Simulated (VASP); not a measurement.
# C (Fd-3m) in VASP: a series of runs

The runs below take C through single point, with PBE0, LDA, r2SCAN+D3(BJ).

All numbers are computed with VASP 6.6.1; they aren't measurements. Logs are shortened: lines on timing, memory, paths and dates and some standing lists are left out, and cuts for length are marked.

**1. The cell of the first run**

The structure is cubic, space group Fd-3m (No. 227). The conventional cell has a = 3.567 Å, b = 3.567 Å, c = 3.567 Å, α = 90.00°, β = 90.00°, γ = 90.00°. C (site symmetry -43m) has 4 C at 1.54 Å within 2.1 Å.

**2. Single point, PBE0**

POSCAR reads:

```
C
1.0
    0.0000000000      1.7833700000      1.7833700000
    1.7833700000      0.0000000000      1.7833700000
    1.7833700000      1.7833700000      0.0000000000
C
2
Direct
    0.7500000000      0.7500000000      0.7500000000
    0.5000000000      0.5000000000      0.5000000000
```

INCAR.step1 reads:

```
PREC = Accurate
ENCUT = 520
EDIFF = 1E-5
ISMEAR = -1
SIGMA = 0.05
LREAL = False
LASPH = True
NELM = 100
ALGO = Normal
ISIF = 2
LWAVE = True
GGA = PE
NBANDS = 11
```

INCAR.step2 reads:

```
PREC = Accurate
ENCUT = 520
EDIFF = 1E-6
ISMEAR = -1
SIGMA = 0.05
LREAL = False
LASPH = True
NELM = 100
ALGO = Normal
ISIF = 2
LWAVE = False
LCHARG = True
GGA = PE
LHFCALC = True
AEXX = 0.25
PRECFOCK = Normal
LELF = True
LVHAR = True
ISTART = 1
NBANDS = 11
```

KPOINTS reads:

```
Automatic mesh
0
Gamma
  7 7 7
```

Potentials or basis: VASP PAW PBE potentials, release 64 (C).

Started as:

```
$ cat potpaw_PBE.64/C/POTCAR > POTCAR
$ cp INCAR.step1 INCAR
$ mpirun -np 1 vasp_std > vasp.out
$ cp INCAR.step2 INCAR
$ mpirun -np 1 vasp_std > vasp.out
```

OUTCAR:

```text
PREC = Accurate
   ENCUT = 520
   EDIFF = 1E-6
   ISMEAR = -1
   LREAL = False
   LASPH = True
   NELM = 100
   ISIF = 2
   GGA = PE
   LHFCALC = True
   AEXX = 0.25
   PRECFOCK = Normal
   ISTART = 1

 ion  position               nearest neighbor table
   1  0.750  0.750  0.750-   2 1.54   2 1.54   2 1.54   2 1.54
   2  0.500  0.500  0.500-   1 1.54   1 1.54   1 1.54   1 1.54

  LATTYP: Found a face centered cubic cell.
 ALAT       =     3.5667400000

  Lattice vectors:

 A1 = (   0.0000000000,   1.7833700000,   1.7833700000)
 A2 = (   1.7833700000,   0.0000000000,   1.7833700000)
 A3 = (   1.7833700000,   1.7833700000,   0.0000000000)

Analysis of symmetry for initial positions (statically):
=====================================================================
 Subroutine PRICEL returns:
 Original cell was already a primitive cell.

 Routine SETGRP: Setting up the symmetry group for a
 face centered cubic supercell.

 Subroutine GETGRP returns: Found 48 space group operations
 (whereof 24 operations were pure point group operations)
 out of a pool of 48 trial point group operations.

The static configuration has the point symmetry T_d .
 The point group associated with its full space group is O_h .

Analysis of symmetry for dynamics (positions and initial velocities):
=====================================================================
 Subroutine PRICEL returns:
 Original cell was already a primitive cell.

 Routine SETGRP: Setting up the symmetry group for a
 face centered cubic supercell.

 Subroutine GETGRP returns: Found 48 space group operations
 (whereof 24 operations were pure point group operations)
 out of a pool of 48 trial point group operations.

The dynamic configuration has the point symmetry T_d .
 The point group associated with its full space group is O_h .

 Subroutine INISYM returns: Found 48 space group operations
 (whereof 24 operations are pure point group operations),
 and found     1 'primitive' translations

----------------------------------------------------------------------------------------

                                     Primitive cell

  volume of cell :      11.3437

  direct lattice vectors                    reciprocal lattice vectors
     0.000000000  1.783370000  1.783370000    -0.280368067  0.280368067  0.280368067
     1.783370000  0.000000000  1.783370000     0.280368067 -0.280368067  0.280368067
     1.783370000  1.783370000  0.000000000     0.280368067  0.280368067 -0.280368067

  length of vectors
     2.522066041  2.522066041  2.522066041     0.485611737  0.485611737  0.485611737

  position of ions in fractional coordinates (direct lattice)
     0.750000000  0.750000000  0.750000000
     0.500000000  0.500000000  0.500000000

  ion indices of the primitive-cell ions
   primitive index   ion index
                 1           1
                 2           2

----------------------------------------------------------------------------------------

 KPOINTS: Automatic mesh

Automatic generation of k-mesh.
 Grid dimensions read from file:
 generate k-points for:    7    7    7

 Generating k-lattice:

  Cartesian coordinates                     Fractional coordinates (reciprocal lattice)
    -0.040052581  0.040052581  0.040052581     0.142857143  0.000000000  0.000000000
     0.040052581 -0.040052581  0.040052581     0.000000000  0.142857143  0.000000000
     0.040052581  0.040052581 -0.040052581     0.000000000  0.000000000  0.142857143

  Length of vectors
     0.069373105  0.069373105  0.069373105

  Shift w.r.t. Gamma in fractional coordinates (k-lattice)
     0.000000000  0.000000000  0.000000000

 Subroutine IBZKPT returns following result:
 ===========================================

 Found     20 irreducible k-points:

 Following reciprocal coordinates:
            Coordinates               Weight
  0.000000  0.000000  0.000000      1.000000
  0.142857  0.000000  0.000000      8.000000
  0.285714  0.000000  0.000000      8.000000
  0.428571  0.000000  0.000000      8.000000
  0.142857  0.142857  0.000000      6.000000
  0.285714  0.142857  0.000000     24.000000
[... 12 lines left out ...]
 -0.428571  0.428571  0.142857     24.000000
 -0.285714  0.428571  0.142857     24.000000
   k-points           NKPTS =     20   k-points in BZ     NKDIM =    343   number of bands    NBANDS=     11
   number of dos      NEDOS =    301   number of ions     NIONS =      2
   total plane-waves  NPLWV =   8000
   dimension x,y,z NGX =    20 NGY =   20 NGZ =   20
   dimension x,y,z NGXF=    40 NGYF=   40 NGZF=   40
   ions per type =               2
   NGX,Y,Z   is equivalent  to a cutoff of  13.18, 13.18, 13.18 a.u.
   NGXF,Y,Z  is equivalent  to a cutoff of  26.37, 26.37, 26.37 a.u.
 SYSTEM =  unknown system
   PREC   = accura    normal or accurate (medium, high low for compatibility)
   ISTART =      1    job   : 0-new  1-cont  2-samecut
   ICHARG =      0    charge: 1-file 2-atom 10-const
   ISPIN  =      1    spin polarized calculation?
   LNONCOLLINEAR =      F non collinear calculations
   LSORBIT =      F    spin-orbit coupling
   LASPH  =      T    aspherical Exc in radial PAW
   ENCUT  =  520.0 eV  38.22 Ry    6.18 a.u.   4.69  4.69  4.69*2*pi/ulx,y,z
   NELM   =    100;   NELMIN=  2; NELMDL=  0     # of ELM steps
   EDIFF  = 0.1E-05   stopping-criterion for ELM
   LREAL  =      F    real-space projection
   EDIFFG = 0.1E-04   stopping-criterion for IOM
   NSW    =      0    number of steps for IOM
   IBRION =     -1    ionic relax: 0-MD 1-quasi-New 2-CG
   NFREE  =      0    steps in history (QN), initial steepest desc. (CG)
   ISIF   =      2    stress and relaxation
   ISYM   =      3    0-nonsym 1-usesym 2-fastsym
   POTIM  = 0.5000    time-step for ionic-motion
   TEBEG  =    0.0;   TEEND  =   0.0 temperature during run
   PSTRESS=    0.0 pullay stress
   NELECT =       8.0000    total number of electrons
   NUPDOWN=      -1.0000    fix difference up-down
   EMIN   =  10.00;   EMAX   =-10.00  energy-range for DOS
   EFERMI =   0.00;   METHOD = LEGACY
   ISMEAR =    -1;   SIGMA  =   0.05  broadening in eV -4-tet -1-fermi 0-gaus
   EFERMI_NEDOS =   21; number of points for ismear=-14 and -15
   IALGO  =     38    algorithm
   IMIX   =      1    mixing-type and parameters
     AMIX     =   0.40;   BMIX     =  1.00
     AMIX_MAG =   1.60;   BMIX_MAG =  1.00
  volume/ion in A,a.u.               =       5.67        38.28
  Fermi-wavevector in a.u.,A,eV,Ry     =   1.457203  2.753714 28.891161  2.123440
  Thomas-Fermi vector in A             =   2.574032
   LORBIT       =      0    0 simple, 1 ext, 2 COOP (PROOUT), +10 PAW based schemes
   GGA     = PE    functional components
   LHFCALC =     T    Hartree Fock is set to
   PRECFOCK=normal    Normal, Fast or Accurate (Low or Medium for compatibility)
   ENCUT4O =  -1.0   cutoff for four orbital integrals eV
   NKREDX  =     1    reduce k-point grid by
   NKREDY  =     1    reduce k-point grid by
   NKREDZ  =     1    reduce k-point grid by
   AEXX    =    0.2500 exact exchange contribution
   HFSCREEN=    0.0000 screening length (either q_TF or 0.3 A-1)
   HFSCREENC=   0.0000 screening length for correlation (either q_TF or 0.3 A-1)
   ENCUTFOCK=  -1.0 apply spherical cutoff to Coloumb kernel
   IVDW    =     0    specifies the selected vdW correction
   LEPSILON=     F    determine dielectric tensor
   LRPA    =     F    only Hartree local field effects (RPA)
 non-spin polarized calculation
  energy-cutoff  :      520.00
  volume of cell :       11.34
 maximum number of plane-waves:       314
  NGX = 16; NGY = 16; NGZ = 16

 number of electron       7.9999999 magnetization

 Free energy of the ion-electron system (eV)
  ---------------------------------------------------
  ext. energy  EPLUGINS =         0.00000000
  ---------------------------------------------------
  free energy    TOTEN  =       -22.13081038 eV

  energy without entropy =      -22.13081038  energy(sigma->0) =      -22.13081038

 E-fermi :   9.8512     XC(G=0): -10.4072

 val. band max:        8.7290912639   @ k =   0.0000   0.0000   0.0000
 cond. band min:      14.9049353675   @ k =   0.4286   0.4286   0.0000
 fundamental gap:      6.1758441036
 Fermi energy:         9.8512322753

 k-point     1 :       0.0000    0.0000    0.0000
  band No.  band energies     occupation
      1     -14.8501      2.00000
      2       8.7291      2.00000
      3       8.7291      2.00000
      4       8.7291      2.00000
      5      16.4554      0.00000
      6      16.4554      0.00000
      7      16.4554      0.00000
      8      24.7833      0.00000
      9      30.3728      0.00000
     10      37.8153      0.00000
     11      37.8153      0.00000

 k-point     2 :       0.1429    0.0000    0.0000
  band No.  band energies     occupation
      1     -14.2396      2.00000
      2       5.4850      2.00000
      3       7.8596      2.00000
      4       7.8596      2.00000
      5      17.6073      0.00000
      6      17.6073      0.00000
      7      18.0352      0.00000
      8      25.3020      0.00000
      9      31.2841      0.00000
     10      34.3089      0.00000
     11      34.3089      0.00000

 k-point     3 :       0.2857    0.0000    0.0000
  band No.  band energies     occupation
      1     -12.4339      2.00000
      2       0.1416      2.00000
      3       6.5235      2.00000
      4       6.5235      2.00000
      5      19.1198      0.00000
      6      19.1198      0.00000
      7      19.3500      0.00000
      8      26.4640      0.00000
      9      32.1063      0.00000
     10      33.8072      0.00000
     11      33.8072      0.00000
[... 211 lines left out ...]
 k-point    19 :      -0.4286    0.4286    0.1429
  band No.  band energies     occupation
      1      -7.1190      2.00000
      2      -2.8068      2.00000
      3       0.4676      2.00000
      4       1.1986      2.00000
      5      17.8676      0.00000
      6      19.0919      0.00000
      7      25.2436      0.00000
      8      27.5447      0.00000
      9      32.8144      0.00000
     10      34.3190      0.00000
     11      41.4568      0.00000

 k-point    20 :      -0.2857    0.4286    0.1429
  band No.  band energies     occupation
      1      -5.6929      2.00000
      2      -3.8394      2.00000
      3      -1.2399      2.00000
      4       1.5293      2.00000
      5      19.0574      0.00000
      6      22.9543      0.00000
      7      24.3018      0.00000
      8      25.1276      0.00000
      9      30.8336      0.00000
     10      34.6842      0.00000
     11      39.3527      0.00000

------------------------ aborting loop because EDIFF is reached ----------------------------------------

  FORCE on cell =-STRESS in cart. coord.  units (eV):
  Direction    XX          YY          ZZ          XY          YZ          ZX
  --------------------------------------------------------------------------------------
  -------------------------------------------------------------------------------------
  Total       -0.5296925     -0.5296925     -0.5296925      0.0000000      0.0000000      0.0000000
  in kB      -74.8135108    -74.8135108    -74.8135108      0.0000000      0.0000000      0.0000000
  external PRESSURE =     -74.8135108 kB  Pullay stress =       0.0000000 kB

 VOLUME and BASIS-vectors are now :
 -----------------------------------------------------------------------------
  energy-cutoff  :      520.00
  volume of cell :       11.34
      direct lattice vectors                 reciprocal lattice vectors
     0.000000000  1.783370000  1.783370000    -0.280368067  0.280368067  0.280368067
     1.783370000  0.000000000  1.783370000     0.280368067 -0.280368067  0.280368067
     1.783370000  1.783370000  0.000000000     0.280368067  0.280368067 -0.280368067

 POSITION                                       TOTAL-FORCE (eV/Angst)
 -----------------------------------------------------------------------------------
      2.67505      2.67505      2.67505        -0.000000     -0.000000     -0.000000
      1.78337      1.78337      1.78337         0.000000      0.000000      0.000000
 -----------------------------------------------------------------------------------
    total drift:                                0.000000      0.000000      0.000000

  FREE ENERGIE OF THE ION-ELECTRON SYSTEM (eV)
  ---------------------------------------------------
  free  energy   TOTEN  =       -22.1308103771 eV

  energy  without entropy=      -22.1308103771  energy(sigma->0) =      -22.13081038
```

Run time: 5.3 min. Hardware: 1 thread of Intel Xeon Platinum 8259CL at 2.50GHz (Skylake/Cascade Lake), shared host; peak memory 0.12 GiB.

Results:

```yaml
Free_energy: -22.1308 eV
Pressure: -7.5 GPa
Band_gap_on_the_k_mesh: 6.18 eV (least direct gap 7.73 eV)
```

Caveat: the k points lie up to 0.44 Å⁻¹ apart; the PAW data sets were made with another functional, which shifts forces and pressure a little; an odd mesh through Γ misses points on the zone boundary, where band edges can lie.

**3. Single point, LDA**

This run uses another cell than the first one, of 5.56 Å³/atom.

INCAR reads:

```
SYSTEM = C
ALGO = Normal
EDIFF = 1E-6
ENCUT = 1300
GGA_COMPAT = .False.
ISIF = 2
ISMEAR = 0
LASPH = .True.
LCHARG = .True.
LELF = .True.
LREAL = .False.
LVHAR = .True.
LWAVE = .False.
NBANDS = 11
NELM = 120
PREC = Accurate
SIGMA = 0.05
```

KPOINTS reads:

```
k-points
0
Gamma
  13 13 13
  0 0 0
```

POSCAR reads:

```
C
1.0
    0.0000000000      1.7714007132      1.7714007132
    1.7714007132      0.0000000000      1.7714007132
    1.7714007132      1.7714007132      0.0000000000
C
2
Direct
    0.7500000000      0.7500000000      0.7500000000
    0.5000000000      0.5000000000      0.5000000000
```

Potentials or basis: VASP PAW LDA potentials, release 64 (C_h).

Started as:

```
$ cat potpaw_LDA.64/C_h/POTCAR > POTCAR
$ mpirun -np 1 vasp_std > vasp.out
```

OUTCAR:

```text
SYSTEM = C
   EDIFF = 1E-6
   ENCUT = 1300
   ISIF = 2
   ISMEAR = 0
   LASPH = .True.
   LREAL = .False.
   NELM = 120
   PREC = Accurate

 ion  position               nearest neighbor table
   1  0.750  0.750  0.750-
   2  0.500  0.500  0.500-

  LATTYP: Found a face centered cubic cell.
 ALAT       =     3.5428014264

  Lattice vectors:

 A1 = (   0.0000000000,   1.7714007132,   1.7714007132)
[... 521 lines left out ...]
     11      38.3753      0.00000

 [... further k-points ...]

------------------------ aborting loop because EDIFF is reached ----------------------------------------

  FORCE on cell =-STRESS in cart. coord.  units (eV):
  Direction    XX          YY          ZZ          XY          YZ          ZX
  --------------------------------------------------------------------------------------
  -------------------------------------------------------------------------------------
  Total       -0.2371368     -0.2371368     -0.2371368     -0.0000000     -0.0000000     -0.0000000
  in kB      -34.1766251    -34.1766251    -34.1766251     -0.0000000     -0.0000000     -0.0000000
  external PRESSURE =     -34.1766251 kB  Pullay stress =       0.0000000 kB

 VOLUME and BASIS-vectors are now :
 -----------------------------------------------------------------------------
  energy-cutoff  :     1300.00
  volume of cell :       11.12
      direct lattice vectors                 reciprocal lattice vectors
     0.000000000  1.771400713  1.771400713    -0.282262503  0.282262503  0.282262503
     1.771400713  0.000000000  1.771400713     0.282262503 -0.282262503  0.282262503
     1.771400713  1.771400713  0.000000000     0.282262503  0.282262503 -0.282262503

 POSITION                                       TOTAL-FORCE (eV/Angst)
 -----------------------------------------------------------------------------------
      2.65710      2.65710      2.65710         0.000000      0.000000      0.000000
      1.77140      1.77140      1.77140        -0.000000     -0.000000      0.000000
 -----------------------------------------------------------------------------------
    total drift:                                0.000000     -0.000000     -0.000000

  FREE ENERGIE OF THE ION-ELECTRON SYSTEM (eV)
  ---------------------------------------------------
  free  energy   TOTEN  =       -20.2668213833 eV

  energy  without entropy=      -20.2668213833  energy(sigma->0) =      -20.26682138
```

OSZICAR:

```text
N       E                     dE             d eps       ncg     rms          rms(c)
DAV:   1     0.193186524125E+02    0.19319E+02   -0.82023E+03  1848   0.146E+03
DAV:   2    -0.196547269560E+02   -0.38973E+02   -0.36848E+02  2582   0.204E+02
DAV:   3    -0.210729357721E+02   -0.14182E+01   -0.14115E+01  2217   0.318E+01
DAV:   4    -0.210771568044E+02   -0.42210E-02   -0.42206E-02  2026   0.195E+00
DAV:   5    -0.210771621286E+02   -0.53242E-05   -0.53241E-05  2158   0.723E-02    0.503E+00
DAV:   6    -0.204789453509E+02    0.59822E+00   -0.31610E-01  1929   0.395E+00    0.270E+00
DAV:   7    -0.202669415001E+02    0.21200E+00   -0.38052E-01  2089   0.429E+00    0.357E-01
DAV:   8    -0.202668346337E+02    0.10687E-03   -0.88671E-03  1947   0.901E-01    0.294E-02
DAV:   9    -0.202668201538E+02    0.14480E-04   -0.42372E-05  2112   0.554E-02    0.144E-02
DAV:  10    -0.202668214739E+02   -0.13201E-05   -0.35474E-06  2064   0.173E-02    0.304E-03
DAV:  11    -0.202668213833E+02    0.90560E-07   -0.18133E-07  1047   0.418E-03
   1 F= -.20266821E+02 E0= -.20266821E+02  d E =-.510191E-15
```

Wall time 29 s (1 thread of Intel Xeon Platinum 8488C (Sapphire Rapids), shared host); peak memory 0.16 GiB.

Results:

| Quantity | Value |
| --- | --- |
| Free energy | -20.2668 eV |
| Pressure | -3.4 GPa |
| Band gap on the k mesh | 4.16 eV (least direct gap 5.60 eV) |

Levels at points of the mesh, in eV from the valence-band top:
| k point | band 1 | band 2 | band 3 | band 4 | band 5 | band 6 | band 7 | band 8 | band 9 |
| --- | --- | --- | --- | --- | --- | --- | --- | --- | --- |
| (0.00, 0.00, 0.00) | -21.59 | 0.00 | 0.00 | 0.00 | 5.60 | 5.60 | 5.60 | 14.01 | 19.27 |

Caveat: the cell stands under tension; an odd mesh through Γ misses points on the zone boundary, where band edges can lie. A hybrid or GW would open this gap; LDA tends to underestimate it.

**4. Single point, r2SCAN+D3(BJ)**

This run uses another cell than the first one, of 5.56 Å³/atom.

POSCAR is that of step 3.

INCAR.step1 reads:

```
SYSTEM = C
  PREC = Accurate
  ENCUT = 1430
  ISMEAR = -1
  SIGMA = 0.05
  LREAL = .FALSE.
  LASPH = .TRUE.
  NELM = 120
  NBANDS = 11
  GGA = PE
  ALGO = Normal
  EDIFF = 1E-5
  LWAVE = .TRUE.
  LCHARG = .FALSE.
  GGA_COMPAT = .FALSE.
```

INCAR.step2 reads:

```
SYSTEM = C
  PREC = Accurate
  ENCUT = 1430
  EDIFF = 1E-6
  ISMEAR = -1
  SIGMA = 0.05
  LREAL = .FALSE.
  LASPH = .TRUE.
  NELM = 120
  ALGO = Normal
  ISIF = 2
  LWAVE = .FALSE.
  LCHARG = .FALSE.
  METAGGA = R2SCAN
  LMIXTAU = .TRUE.
  IVDW = 12
  VDW_S6 = 1.0
  VDW_S8 = 0.78981345
  VDW_A1 = 0.49484001
  VDW_A2 = 5.73083694
  NBANDS = 11
  ISTART = 1
  GGA_COMPAT = .FALSE.
```

KPOINTS reads:

```
regular mesh
0
G
  13 13 13
  0 0 0
```

Potentials or basis: VASP PAW PBE potentials, release 64 (C_h).

Started as:

```
$ cat potpaw_PBE.64/C_h/POTCAR > POTCAR
$ cp INCAR.step1 INCAR
$ mpirun -np 1 vasp_std > vasp.out
$ cp INCAR.step2 INCAR
$ mpirun -np 1 vasp_std > vasp.out
```

Wall time 1.8 min (1 thread of Intel Xeon Platinum 8259CL at 2.50GHz (Skylake/Cascade Lake), shared host); peak memory 0.2 GiB.

The run converged. Its results:

* Free energy: -19.9032 eV
* Pressure: 3.5 GPa
* Band gap on the k mesh: 4.41 eV (least direct gap 5.94 eV)
* Dispersion energy per atom: -0.092 eV

Levels at points of the mesh, in eV from the valence-band top:
```csv
k point,band 1,band 2,band 3,band 4,band 5,band 6,band 7,band 8
"(0.00, 0.00, 0.00)",-22.95,0.00,0.00,0.00,5.94,5.94,5.94,14.34
```

Caveat: the cell stands under pressure; the PAW data sets were made with another functional, which shifts forces and pressure a little; an odd mesh through Γ misses points on the zone boundary, where band edges can lie. r2SCAN opens gaps a little over a GGA but as a rule still falls short of measured ones.

[end of part 1 of 2]
